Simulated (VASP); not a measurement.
# H4CO in VASP: further runs, part 2 of 2

VASP 6.6.1. Earlier steps stand in the parts before.

### 4 Single point, PBE+D3(BJ)

INCAR reads:

```
SYSTEM = H4CO
PREC = Accurate
ENCUT = 520
EDIFF = 1E-7
ISMEAR = -1
SIGMA = 0.02
LREAL = Auto
LASPH = .TRUE.
NELM = 80
ALGO = Normal
ISIF = 2
LWAVE = .FALSE.
LCHARG = .FALSE.
GGA = PE
IVDW = 12
NBANDS = 66
```

KPOINTS reads:

```
Automatic mesh
0
G
  1 1 1
  0 0 0
```

POSCAR reads:

```
H4CO
1.0
    7.3803230000      0.0000000000      0.0000000000
    0.0000000000      7.3803230000      0.0000000000
    0.0000000000      0.0000000000      7.3803230000
C O H
6 6 24
Direct
    0.4542213125      0.4603050571      0.8673739618
    0.8274434601      0.1702500013      0.1621202758
    0.9106512005      0.4729467802      0.6384815407
    0.6587381067      0.8789588206      0.6637107888
    0.0587508162      0.7599667386      0.2884291108
    0.4567008788      0.3488058720      0.3520035641
    0.2685519319      0.4398045993      0.9180628002
    0.6902407930      0.1512535427      0.0311639477
    1.0046172776      0.6298233831      0.7122723491
    0.7124891417      0.8263188481      0.8498679529
    0.0947248515      0.5738366735      0.2511272203
    0.4007548179      0.5221316194      0.4243310218
    0.5222129167      0.5748257901      0.9517740619
    0.2481327714      0.3123576028      0.9370050606
    0.5454639316      0.3425866320      0.8881454104
    0.4724454472      0.4869705567      0.7212827948
    0.8457759911      0.3226146064      0.1860216687
    0.6978149872      0.0349171710     -0.0342667929
    0.8083792539      0.1150085166      0.2961794491
    0.9565976990      0.0995349391      0.1250216285
    0.7805213945      0.5065089970      0.5832129569
    1.1039625230      0.5703002430      0.7868354813
    0.9769355623      0.4555356182      0.4935556344
    0.9163555579      0.3356492663      0.7066628385
    0.5611136532      0.9826263701      0.6801870325
    0.8437164606      0.7905751550      0.8398683906
    0.7772288557      0.9356230073      0.5982393995
    0.6043502432      0.7659149877      0.5835923441
   -0.0581139877      0.7577310641      0.3771108663
    0.1374465589      0.5480383447      0.1320944896
    0.1777970964      0.8295707383      0.3612037034
    0.0322885597      0.8436351634      0.1708597307
    0.4656571264      0.2237029463      0.4385986901
    0.2699204357      0.5291231834      0.3980720085
    0.3933025695      0.3152978535      0.2220228031
    0.5872778197      0.3760269029      0.3114226843
```

Potentials or basis: VASP PAW PBE potentials, release 64 (C, O, H).

On the command line:

```
> cat potpaw_PBE.64/C/POTCAR potpaw_PBE.64/O/POTCAR potpaw_PBE.64/H/POTCAR > POTCAR
> mpirun -np 1 vasp_gam > vasp.out
```

OUTCAR:

```text
SYSTEM = H4CO
   PREC = Accurate
   ENCUT = 520
   EDIFF = 1E-7
   ISMEAR = -1
   LREAL = Auto
   LASPH = .TRUE.
   NELM = 80
   ISIF = 2
   GGA = PE
   IVDW = 12
 IVDW          = 12

 ion  position               nearest neighbor table
   1  0.454  0.460  0.867-  16 1.10  15 1.11  13 1.16   7 1.43
   2  0.827  0.170  0.162-  19 1.08  20 1.12  17 1.15   8 1.41
   3  0.911  0.473  0.638-  21 1.07  24 1.13  23 1.18   9 1.46
   4  0.659  0.879  0.664-  25 1.06  27 1.08  28 1.10  10 1.48
   5  0.059  0.760  0.288-  32 1.08  29 1.08  31 1.15  11 1.43
[... 334 lines left out ...]
  Total       3.56768    -5.31959    -0.84063    -1.32349    -1.94622    -3.12978
  in kB      14.21906   -21.20131    -3.35034    -5.27478    -7.75670   -12.47377
  external pressure =       -3.44 kB  Pullay stress =        0.00 kB

 VOLUME and BASIS-vectors are now :
 -----------------------------------------------------------------------------
  energy-cutoff  :      520.00
  volume of cell :      402.00
      direct lattice vectors                 reciprocal lattice vectors
     7.380323000  0.000000000  0.000000000     0.135495425  0.000000000  0.000000000
     0.000000000  7.380323000  0.000000000     0.000000000  0.135495425  0.000000000
     0.000000000  0.000000000  7.380323000     0.000000000  0.000000000  0.135495425

 POSITION                                       TOTAL-FORCE (eV/Angst)
 -----------------------------------------------------------------------------------
      3.35230      3.39720      6.40150         2.615034      1.305212      0.244416
      6.10680      1.25650      1.19650         1.236996      1.330573     -0.381546
      6.72090      3.49050      4.71220         1.940879     -0.506239     -3.290143
      4.86170      6.48700      4.89840         1.014138     -0.926810      0.972381
      0.43360      5.60880      2.12870         1.234713      0.490143      0.735142
      3.37060      2.57430      2.59790        -0.858467      0.146116      0.146494
[... 28 lines left out ...]
      2.90270      2.32700      1.63860        -0.596825     -0.058151      0.129732
      4.33430      2.77520      2.29840         2.646065      0.171898     -0.619351
 -----------------------------------------------------------------------------------
    total drift:                               -0.010172     -0.005322      0.007319

  FREE ENERGIE OF THE ION-ELECTRON SYSTEM (eV)
  ---------------------------------------------------
  free  energy   TOTEN  =      -182.4153990399 eV

  energy  without entropy=     -182.4153990399  energy(sigma->0) =     -182.41539904
```

OSZICAR:

```text
N       E                     dE             d eps       ncg     rms          rms(c)
DAV:   1     0.582169083884E+03    0.58217E+03   -0.42315E+04   132   0.114E+03
DAV:   2    -0.127138123752E+03   -0.70931E+03   -0.67347E+03   166   0.268E+02
DAV:   3    -0.196267377209E+03   -0.69129E+02   -0.68571E+02   168   0.887E+01
[... 11 lines left out ...]
DAV:  15    -0.181162707162E+03    0.20102E-04   -0.25825E-05   136   0.239E-02    0.634E-03
DAV:  16    -0.181162702185E+03    0.49773E-05   -0.41120E-06   152   0.881E-03    0.263E-03
DAV:  17    -0.181162701600E+03    0.58532E-06   -0.66062E-07   160   0.403E-03    0.109E-03
DAV:  18    -0.181162701491E+03    0.10805E-06   -0.12459E-07   112   0.178E-03    0.777E-04
DAV:  19    -0.181162701447E+03    0.44417E-07   -0.81427E-08   120   0.154E-03
   1 F= -.18241540E+03 E0= -.18241540E+03  d E =-.489370E-12
```

Wall time 54 s (1 thread of AMD EPYC 7R43 (Zen 3), shared host); peak memory 0.34 GiB.

Results:

```
Free energy                : -182.4154 eV
Pressure                   : -0.3 GPa
Largest force              : 3.853 eV/Å
Band gap on the k mesh     : 4.37 eV
Dispersion energy per atom : -0.035 eV
```

Forces in eV/Å, atoms in the order of the input:
```
C    2.615  1.305  0.244
C    1.237  1.331 -0.382
C    1.941 -0.506 -3.290
C    1.014 -0.927  0.972
C    1.235  0.490  0.735
C   -0.858  0.146  0.146
O   -0.363  0.098  0.094
O   -0.296 -0.026  0.204
O    0.298 -1.514  1.471
O    0.649  0.277 -0.737
O   -0.696 -0.013  1.021
O   -0.269 -1.236  0.395
H   -1.003 -1.069 -1.041
H   -0.274 -0.429  0.036
H   -0.818 -0.087  0.529
H   -0.588  0.446  0.172
H    0.310 -1.289 -0.381
H    0.201 -0.502  0.207
H   -1.017 -0.515  0.765
H   -0.166  0.718 -0.415
H   -1.211  0.359  0.832
H   -0.541  0.698 -0.586
H   -0.334 -0.481  1.755
H   -0.076  1.308  0.153
H   -1.067  0.917 -0.020
H   -0.941 -0.304 -0.139
H    0.294  0.200 -0.440
H   -0.054 -0.093  0.185
H   -0.289  0.353  0.254
H    0.701  0.097 -1.314
H   -0.891 -0.747 -0.441
H   -0.233 -0.096 -0.599
H   -0.618  0.769  0.181
H    0.061  0.209 -0.077
H   -0.597 -0.058  0.130
H    2.646  0.172 -0.619
```

Levels at points of the mesh, in eV from the valence-band top:
```csv
k point,band 39,band 40,band 41,band 42,band 43,band 44,band 45,band 46
"(0.00, 0.00, 0.00)",-0.55,-0.23,-0.12,0.00,4.37,5.77,6.02,6.35
```

Caveat: the k points lie up to 0.85 Å⁻¹ apart.

### 5 The runs side by side

```tsv
cell	gap on the mesh (eV)	pressure (GPa)	largest force (eV/Å)
as given, atomic positions A	4.21	0.6	3.33
as given, atomic positions B	4.43	0.5	3.35
as given, atomic positions C	4.37	-0.3	3.85
```

Alike in all rows: task single point; level PBE+D3(BJ); potentials or basis VASP PAW PBE potentials, release 64 (C, O, H); no spin polarisation; k mesh 1 × 1 × 1; cutoff (eV) 520; smearing fermi-dirac 0.02 eV.

Caveats: all runs use coarse meshes.

Total energies depend on the potentials used, so only differences within one code and one set of settings carry meaning.
